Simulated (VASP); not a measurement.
A run of VASP 6.6.1:

INCAR

```
PREC     = Accurate       # precision mode
ENCUT    = 500            # plane-wave cutoff, eV
EDIFF    = 1E-6           # SCF threshold, eV
ISMEAR   = 0              # smearing method
SIGMA    = 0.032          # smearing width, eV
LREAL    = F              # projectors in reciprocal space
LASPH    = T              # aspherical terms in the spheres
NELM     = 120            # most SCF steps
ALGO     = Normal         # electronic algorithm
ISIF     = 2              # what is computed and relaxed
LWAVE    = F              # write WAVECAR
LCHARG   = F              # write CHGCAR
GGA      = PE             # functional
IVDW     = 12             # dispersion correction
NBANDS   = 15             # bands
GGA_COMPAT= F
```

File KPOINTS:

```
regular mesh
0
Gamma
  4 4 4
```

The input POSCAR:

```
CaS
1.0
    0.0000000000      2.8523742917      2.8523742917
    2.8523742917      0.0000000000      2.8523742917
    2.8523742917      2.8523742917      0.0000000000
Ca S
1 1
Direct
    0.0000000000      0.0000000000      0.0000000000
    0.5000000000      0.5000000000      0.5000000000
```

Potentials or basis: VASP PAW PBE potentials, release 64 (Ca_sv, S).

The run is started by

```sh
$ cat potpaw_PBE.64/Ca_sv/POTCAR potpaw_PBE.64/S/POTCAR > POTCAR
$ mpirun -np 1 vasp_std > vasp.out
```

Hardware: 1 thread of Intel Xeon 8259CL, on a shared host.

**Question.** Estimate the wall time of this run.

**Answer.** Wall time 9.4 s on 1 thread of Intel Xeon 8259CL (shared host), peak memory 0.17 GiB. Counts: scf iterations 12, k points 8.
